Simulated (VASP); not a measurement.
# SiC (Cmc2_1) in VASP: relaxation of cell and atoms with LDA

Aim: the relaxation of cell and atoms of SiC with LDA.

Everything below comes from runs of VASP 6.6.1. Logs are shortened: lines on timing, memory, paths and dates and some standing lists are left out, and cuts for length are marked.

## (1) The cell of the first run

The structure is orthorhombic, space group Cmc2_1 (No. 36). The conventional cell has a = 3.078 Å, b = 5.335 Å, c = 15.122 Å, α = 90.00°, β = 90.00°, γ = 90.00°. Si (site symmetry m) has 4 C at 1.87 to 1.91 Å within 2.5 Å. Within 2.5 Å of Si (site symmetry m) lie 4 C at 1.87 to 1.92 Å. Within 2.5 Å of Si (site symmetry m) lie 4 C at 1.87 to 1.92 Å. C (site symmetry m) has 4 Si at 1.87 to 1.92 Å within 2.5 Å. C (site symmetry m) has 4 Si at 1.87 to 1.92 Å within 2.5 Å. C (site symmetry m) has 4 Si at 1.87 to 1.91 Å within 2.5 Å.

## (2) Relaxation of cell and atoms, LDA

Input file INCAR:

```
PREC     = Accurate       # precision mode
ENCUT    = 600            # plane-wave cutoff, eV
EDIFF    = 1E-6           # SCF threshold, eV
ISMEAR   = 0              # smearing method
SIGMA    = 0.01           # smearing width, eV
LREAL    = F              # projectors in reciprocal space
LASPH    = T              # aspherical terms in the spheres
NELM     = 60             # most SCF steps
ALGO     = Normal         # electronic algorithm
ISIF     = 3              # what is computed and relaxed
LWAVE    = F              # write WAVECAR
LCHARG   = F              # write CHGCAR
IBRION   = 2              # ionic algorithm
NSW      = 80             # ionic steps
EDIFFG   = -0.002         # ionic threshold
```

Input file KPOINTS:

```
regular mesh
0
Gamma
  8 8 2
```

Input file POSCAR:

```
SiC
1.0
    1.5389000000     -2.6675000000      0.0000000000
    1.5389000000      2.6675000000      0.0000000000
    0.0000000000      0.0000000000     15.1219000000
Si C
6 6
Direct
    0.1673000000      0.8327000000      0.8580000000
    0.8327000000      0.1673000000      0.3580000000
    0.5007000000      0.4993000000      0.5241000000
    0.4993000000      0.5007000000      0.0241000000
    0.8357000000      0.1643000000      0.6912400000
    0.1643000000      0.8357000000      0.1912400000
    0.4960000000      0.5040000000      0.6503000000
    0.5040000000      0.4960000000      0.1503000000
    0.1600000000      0.8400000000      0.9817000000
    0.8400000000      0.1600000000      0.4817000000
    0.8290000000      0.1710000000      0.8168000000
    0.1710000000      0.8290000000      0.3168000000
```

Potentials or basis: VASP PAW LDA potentials, release 64 (Si, C).

Started as:

```
> cat potpaw_LDA.64/Si/POTCAR potpaw_LDA.64/C/POTCAR > POTCAR
> mpirun -np 1 vasp_std > vasp.out
```

OUTCAR:

```text
PREC = Accurate
   ENCUT = 600
   EDIFF = 1E-6
   ISMEAR = 0
   LREAL = F
   LASPH = T
   NELM = 60
   ISIF = 3
   IBRION = 2
   NSW = 80
   EDIFFG = -0.002

 ion  position               nearest neighbor table
   1  0.167  0.833  0.858-  11 1.87  11 1.87   9 1.87  11 1.91   4 3.07   4 3.08   4 3.08   5 3.08
                             5 3.09   5 3.09
   2  0.833  0.167  0.358-  12 1.87  12 1.87  10 1.87  12 1.91   3 3.07   3 3.08   3 3.08   6 3.08
                             6 3.09   6 3.09
   3  0.501  0.499  0.524-  10 1.87  10 1.87   7 1.91  10 1.92   2 3.07   2 3.08   2 3.08   5 3.09
                             5 3.09   5 3.10
   4  0.499  0.501  0.024-   9 1.87   9 1.87   8 1.91   9 1.92   1 3.07   1 3.08   1 3.08   6 3.09
                             6 3.09   6 3.10
   5  0.836  0.164  0.691-   7 1.87   7 1.87  11 1.90   7 1.92   1 3.08   3 3.09   3 3.09   1 3.09
                             1 3.09   3 3.10
   6  0.164  0.836  0.191-   8 1.87   8 1.87  12 1.90   8 1.92   2 3.08   4 3.09   4 3.09   2 3.09
                             2 3.09   4 3.10
   7  0.496  0.504  0.650-   5 1.87   5 1.87   3 1.91   5 1.92
   8  0.504  0.496  0.150-   6 1.87   6 1.87   4 1.91   6 1.92
   9  0.160  0.840  0.982-   1 1.87   4 1.87   4 1.87   4 1.92
  10  0.840  0.160  0.482-   2 1.87   3 1.87   3 1.87   3 1.92
  11  0.829  0.171  0.817-   1 1.87   1 1.87   5 1.90   1 1.91
  12  0.171  0.829  0.317-   2 1.87   2 1.87   6 1.90   2 1.91

  LATTYP: Found a base centered orthorhombic cell.
 ALAT       =     3.0778000000
 B/A-ratio  =     1.7333809864
 C/A-ratio  =     4.9132172331

  Lattice vectors:

 A1 = (   1.5389000000,  -2.6675000000,   0.0000000000)
 A2 = (   1.5389000000,   2.6675000000,   0.0000000000)
 A3 = (   0.0000000000,   0.0000000000,  15.1219000000)

Analysis of symmetry for initial positions (statically):
=====================================================================
 Subroutine PRICEL returns:
 Original cell was already a primitive cell.

 Routine SETGRP: Setting up the symmetry group for a
 base centered orthorhombic supercell.

 Subroutine GETGRP returns: Found  4 space group operations
 (whereof  2 operations were pure point group operations)
 out of a pool of  8 trial point group operations.

The static configuration has the point symmetry C_1h.
 The point group associated with its full space group is C_2v.

Analysis of symmetry for dynamics (positions and initial velocities):
=====================================================================
 Subroutine PRICEL returns:
 Original cell was already a primitive cell.

 Routine SETGRP: Setting up the symmetry group for a
 base centered orthorhombic supercell.

 Subroutine GETGRP returns: Found  4 space group operations
 (whereof  2 operations were pure point group operations)
 out of a pool of  8 trial point group operations.

The dynamic configuration has the point symmetry C_1h.
 The point group associated with its full space group is C_2v.

 Subroutine INISYM returns: Found  4 space group operations
 (whereof  2 operations are pure point group operations),
 and found     1 'primitive' translations

----------------------------------------------------------------------------------------

                                     Primitive cell

  volume of cell :     124.1513

  direct lattice vectors                    reciprocal lattice vectors
     1.538900000 -2.667500000  0.000000000     0.324907401 -0.187441425  0.000000000
     1.538900000  2.667500000  0.000000000     0.324907401  0.187441425  0.000000000
     0.000000000  0.000000000 15.121900000     0.000000000  0.000000000  0.066129256

  length of vectors
     3.079572935  3.079572935 15.121900000     0.375098796  0.375098796  0.066129256

  position of ions in fractional coordinates (direct lattice)
     0.167300000  0.832700000  0.858000000
     0.832700000  0.167300000  0.358000000
     0.500700000  0.499300000  0.524100000
     0.499300000  0.500700000  0.024100000
     0.835700000  0.164300000  0.691240000
     0.164300000  0.835700000  0.191240000
     0.496000000  0.504000000  0.650300000
     0.504000000  0.496000000  0.150300000
     0.160000000  0.840000000  0.981700000
     0.840000000  0.160000000  0.481700000
     0.829000000  0.171000000  0.816800000
     0.171000000  0.829000000  0.316800000

  ion indices of the primitive-cell ions
   primitive index   ion index
                 1           1
                 2           2
                 3           3
                 4           4
                 5           5
                 6           6
                 7           7
                 8           8
                 9           9
                10          10
                11          11
                12          12

----------------------------------------------------------------------------------------

 KPOINTS: regular mesh

Automatic generation of k-mesh.
 Grid dimensions read from file:
 generate k-points for:    8    8    2

 Generating k-lattice:

  Cartesian coordinates                     Fractional coordinates (reciprocal lattice)
     0.040613425 -0.023430178  0.000000000     0.125000000  0.000000000  0.000000000
     0.040613425  0.023430178  0.000000000     0.000000000  0.125000000  0.000000000
     0.000000000  0.000000000  0.033064628     0.000000000  0.000000000  0.500000000

  Length of vectors
     0.046887350  0.046887350  0.033064628

  Shift w.r.t. Gamma in fractional coordinates (k-lattice)
     0.000000000  0.000000000  0.000000000

 Subroutine IBZKPT returns following result:
 ===========================================

 Found     42 irreducible k-points:

 Following reciprocal coordinates:
            Coordinates               Weight
  0.000000  0.000000  0.000000      1.000000
  0.125000  0.000000  0.000000      4.000000
  0.250000  0.000000  0.000000      4.000000
  0.375000  0.000000  0.000000      4.000000
  0.500000  0.000000  0.000000      2.000000
  0.125000  0.125000  0.000000      2.000000
[... 16 lines left out ...]
  0.125000  0.000000  0.500000      4.000000
  0.250000  0.000000  0.500000      4.000000
 [... further k-points ...]
   k-points           NKPTS =     42   k-points in BZ     NKDIM =     42   number of bands    NBANDS=     31
   number of dos      NEDOS =    301   number of ions     NIONS =     12
   total plane-waves  NPLWV =  98784
   dimension x,y,z NGX =    28 NGY =   28 NGZ =  126
   dimension x,y,z NGXF=    56 NGYF=   56 NGZF=  252
   ions per type =               6   6
   NGX,Y,Z   is equivalent  to a cutoff of  15.12, 15.12, 13.85 a.u.
   NGXF,Y,Z  is equivalent  to a cutoff of  30.23, 30.23, 27.70 a.u.
 SYSTEM =  unknown system
   PREC   = accura    normal or accurate (medium, high low for compatibility)
   ISTART =      0    job   : 0-new  1-cont  2-samecut
   ICHARG =      2    charge: 1-file 2-atom 10-const
   ISPIN  =      1    spin polarized calculation?
   LNONCOLLINEAR =      F non collinear calculations
   LSORBIT =      F    spin-orbit coupling
   LASPH  =      T    aspherical Exc in radial PAW
   ENCUT  =  600.0 eV  44.10 Ry    6.64 a.u.   6.15  6.15 30.20*2*pi/ulx,y,z
   NELM   =     60;   NELMIN=  2; NELMDL= -5     # of ELM steps
   EDIFF  = 0.1E-05   stopping-criterion for ELM
   LREAL  =      F    real-space projection
   EDIFFG = -.2E-02   stopping-criterion for IOM
   NSW    =     80    number of steps for IOM
   IBRION =      2    ionic relax: 0-MD 1-quasi-New 2-CG
   NFREE  =      1    steps in history (QN), initial steepest desc. (CG)
   ISIF   =      3    stress and relaxation
   ISYM   =      2    0-nonsym 1-usesym 2-fastsym
   POTIM  = 0.5000    time-step for ionic-motion
   TEBEG  =    0.0;   TEEND  =   0.0 temperature during run
   PSTRESS=    0.0 pullay stress
   NELECT =      48.0000    total number of electrons
   NUPDOWN=      -1.0000    fix difference up-down
   EMIN   =  10.00;   EMAX   =-10.00  energy-range for DOS
   EFERMI =   0.00;   METHOD = LEGACY
   ISMEAR =     0;   SIGMA  =   0.01  broadening in eV -4-tet -1-fermi 0-gaus
   EFERMI_NEDOS =   21; number of points for ismear=-14 and -15
   IALGO  =     38    algorithm
   IMIX   =      4    mixing-type and parameters
     AMIX     =   0.40;   BMIX     =  1.00
     AMIX_MAG =   1.60;   BMIX_MAG =  1.00
  volume/ion in A,a.u.               =      10.35        69.82
  Fermi-wavevector in a.u.,A,eV,Ry     =   1.192628  2.253739 19.352390  1.422361
  Thomas-Fermi vector in A             =   2.328661
   LORBIT       =      0    0 simple, 1 ext, 2 COOP (PROOUT), +10 PAW based schemes
   GGA     = CA    functional components
   LHFCALC =     F    Hartree Fock is set to
   AEXX    =    0.0000 exact exchange contribution
   IVDW    =     0    specifies the selected vdW correction
   LEPSILON=     F    determine dielectric tensor
   LRPA    =     F    only Hartree local field effects (RPA)
 conjugate gradient relaxation of ions
 non-spin polarized calculation
 Gauss-broadening in eV      SIGMA  =   0.01
  energy-cutoff  :      600.00
  volume of cell :      124.15
 maximum number of plane-waves:      4172
 NGX is ok and might be reduce to    28
   NGX = 13   NGY = 13   NGZ = 61

--------------------------------------- Ionic step        1  -------------------------------------------

 number of electron      48.0000000 magnetization

 Free energy of the ion-electron system (eV)
  ---------------------------------------------------
  ext. energy  EPLUGINS =         0.00000000
  ---------------------------------------------------
  free energy    TOTEN  =       -99.78330444 eV

  energy without entropy =      -99.78330444  energy(sigma->0) =      -99.78330444

------------------------ aborting loop because EDIFF is reached ----------------------------------------

  FORCE on cell =-STRESS in cart. coord.  units (eV):
  Direction    XX          YY          ZZ          XY          YZ          ZX
  --------------------------------------------------------------------------------------
  -------------------------------------------------------------------------------------
  Total       -1.6002082     -4.3779483     -3.4890845      0.0000000      0.0000000      0.0000000
  in kB      -20.6507526    -56.4976028    -45.0267796      0.0000000      0.0000000      0.0000000
  external PRESSURE =     -40.7250450 kB  Pullay stress =       0.0000000 kB
[... 119 lines left out ...]
  FREE ENERGIE OF THE ION-ELECTRON SYSTEM (eV)
  ---------------------------------------------------
  free  energy   TOTEN  =       -99.8754900736 eV

  energy  without entropy=      -99.8754900736  energy(sigma->0) =      -99.87549007

[... ionic steps 4 to 18 ...]

--------------------------------------- Ionic step       19  -------------------------------------------

 number of electron      48.0000001 magnetization

------------------------ aborting loop because EDIFF is reached ----------------------------------------

  FORCE on cell =-STRESS in cart. coord.  units (eV):
  Direction    XX          YY          ZZ          XY          YZ          ZX
  --------------------------------------------------------------------------------------
  -------------------------------------------------------------------------------------
  Total        0.0128037      0.0086044      0.0038296      0.0000000      0.0000000      0.0000000
  in kB        0.1684442      0.1131982      0.0503820      0.0000000      0.0000000      0.0000000
  external PRESSURE =       0.1106748 kB  Pullay stress =       0.0000000 kB
[... 77 lines left out ...]
  energy  without entropy=      -99.8813964452  energy(sigma->0) =      -99.88139645

--------------------------------------- Ionic step       21  -------------------------------------------

 number of electron      48.0000001 magnetization

 Free energy of the ion-electron system (eV)
  ---------------------------------------------------
  ext. energy  EPLUGINS =         0.00000000
  ---------------------------------------------------
  free energy    TOTEN  =       -99.88139888 eV

  energy without entropy =      -99.88139888  energy(sigma->0) =      -99.88139888

 E-fermi :   8.4253     XC(G=0): -11.6363

 val. band max:        8.3264081083   @ k =   0.0000   0.0000   0.0000
 cond. band min:      10.2924251561   @ k =   0.5000   0.5000   0.0000
 fundamental gap:      1.9660170478
 Fermi energy:         8.4253149083

 k-point     1 :       0.0000    0.0000    0.0000
  band No.  band energies     occupation
      1      -7.1926      2.00000
      2      -6.6610      2.00000
      3      -6.6251      2.00000
      4      -5.0940      2.00000
      5      -5.0655      2.00000
      6      -3.5020      2.00000
[... 805 lines left out ...]
     30      14.3590      0.00000
     31      14.9375      0.00000

 [... further k-points ...]
[... 5 lines left out ...]
  --------------------------------------------------------------------------------------
  -------------------------------------------------------------------------------------
  Total       -0.0032326      0.0068000     -0.0060145      0.0000000      0.0000000      0.0000000
  in kB       -0.0425244      0.0894535     -0.0791209      0.0000000      0.0000000      0.0000000
  external PRESSURE =      -0.0107306 kB  Pullay stress =       0.0000000 kB
[... 27 lines left out ...]
  FREE ENERGIE OF THE ION-ELECTRON SYSTEM (eV)
  ---------------------------------------------------
  free  energy   TOTEN  =       -99.8813988797 eV

  energy  without entropy=      -99.8813988797  energy(sigma->0) =      -99.88139888

 reached required accuracy - stopping structural energy minimisation
```

Wall time 18 min (1 thread of Intel Xeon 6975P-C (Granite Rapids), shared host); peak memory 0.35 GiB.

What came out:

| Property | Result |
| --- | --- |
| Free energy | -99.8814 eV |
| Relaxed volume | 10.15 Å³/atom |
| Relaxed cell | a = 3.060 Å, b = 3.060 Å, c = 15.016 Å, α = 90.00°, β = 90.00°, γ = 120.00° |
| Space group after relaxing (to 0.05 Å) | P6_3mc (No. 186) |
| Energy gained by relaxing | 8.2 meV/atom |
| Ionic steps | 21 |
| Pressure after relaxing | 0.0 GPa |
| Band gap on the k mesh | 1.97 eV, indirect (least direct gap 3.07 eV) |

The path:
```
step  energy change (eV)  largest force (eV/Å)  pressure (GPa)  volume (Å³)
   1              0.0000                0.7132           -4.07       124.15
   2             -0.0037                0.7830            4.73       119.48
   3             -0.0922                0.1508            0.13       121.72
   4             -0.0922                0.1549            0.22       121.68
   5             -0.0966                0.0654            0.11       121.73
   6             -0.0966                0.0648            0.12       121.73
   7             -0.0969                0.0467           -0.11       121.85
   8             -0.0970                0.0340           -0.05       121.82
   9             -0.0972                0.0364           -0.03       121.81
  10             -0.0975                0.0462            0.01       121.79
  11             -0.0977                0.0216            0.01       121.78
  12             -0.0978                0.0290            0.02       121.78
  13             -0.0978                0.0232            0.00       121.79
  14             -0.0979                0.0195           -0.02       121.80
  15             -0.0979                0.0176            0.00       121.79
  16             -0.0980                0.0267            0.02       121.78
  17             -0.0980                0.0189            0.01       121.78
  18             -0.0981                0.0041            0.01       121.78
  19             -0.0981                0.0046            0.01       121.78
  20             -0.0981                0.0047            0.01       121.78
  21             -0.0981                0.0014            0.00       121.79
```

Final structure:
```xyz
12
Lattice="1.5302 -2.6503 0.0000 1.5302 2.6503 0.0000 0.0000 0.0000 15.0158" Properties=species:S:1:pos:R:3 pbc="T T T"
Si    1.5302    1.7669   12.8791
Si    1.5302   -1.7669    5.3712
Si    1.5302   -0.0001    7.8755
Si    1.5302    0.0001    0.3676
Si    1.5302   -1.7668   10.3792
Si    1.5302    1.7668    2.8712
C     1.5302    0.0000    9.7579
C     1.5302    0.0000    2.2499
C     1.5302    1.7669   14.7560
C     1.5302   -1.7669    7.2481
C     1.5302   -1.7667   12.2560
C     1.5302    1.7667    4.7481
```

Levels at points of the mesh, in eV from the valence-band top:
| k point | band 20 | band 21 | band 22 | band 23 | band 24 | band 25 | band 26 | band 27 | band 28 | band 29 |
| --- | --- | --- | --- | --- | --- | --- | --- | --- | --- | --- |
| (0.00, 0.00, 0.00) | -0.30 | -0.30 | -0.04 | 0.00 | 0.00 | 5.30 | 5.47 | 5.89 | 6.40 | 6.57 |
| (0.50, 0.00, 0.00) | -2.28 | -1.83 | -1.80 | -1.69 | -1.11 | 1.97 | 2.16 | 3.16 | 3.86 | 4.54 |
| (0.50, 0.50, 0.00) | -2.28 | -1.83 | -1.80 | -1.69 | -1.11 | 1.97 | 2.16 | 3.16 | 3.86 | 4.54 |
| (0.00, 0.00, 0.50) | -0.64 | -0.10 | -0.10 | -0.10 | -0.10 | 5.37 | 5.37 | 6.12 | 6.12 | 6.89 |
| (0.50, 0.00, 0.50) | -2.38 | -1.73 | -1.73 | -1.32 | -1.32 | 2.01 | 2.01 | 3.38 | 3.38 | 4.82 |
| (0.50, 0.50, 0.50) | -2.38 | -1.73 | -1.73 | -1.32 | -1.32 | 2.01 | 2.01 | 3.38 | 3.38 | 4.82 |
